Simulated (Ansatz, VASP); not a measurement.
**One calculation of CaSe, two programs**

```xyz
2
Lattice="0.0000 2.9675 2.9675 2.9675 0.0000 2.9675 2.9675 2.9675 0.0000" Properties=species:S:1:pos:R:3 pbc="T T T"
Ca    0.0000    0.0000    0.0000
Se    2.9675    2.9675    2.9675
```

Alike in both runs: task single point; functional r2SCAN; k mesh 8 × 8 × 8; no spin polarisation.

```csv
,VASP,Ansatz
version,VASP 6.6.1,Ansatz 0.2.0
potentials or method,"VASP PAW PBE potentials, release 64 (Ca_sv, Se)","plane waves, PAW"
plane-wave cutoff (eV),520,500
occupations,"gaussian, width 0.01 eV",fixed
valence electrons in the cell,16,26
```

|  | VASP | Ansatz | Ansatz less VASP |
| --- | --- | --- | --- |
| gap on the k mesh at the Fermi level (eV) | 2.52 | 2.52 | +0.001 |
| pressure (GPa) | 0.2 | 0.0 | -0.26 |

VASP's potentials were made for PBE, not for r2SCAN. VASP's potentials hold 16 valence electrons a cell and Ansatz's 26, so a difference there can come from the potentials and not from the codes.
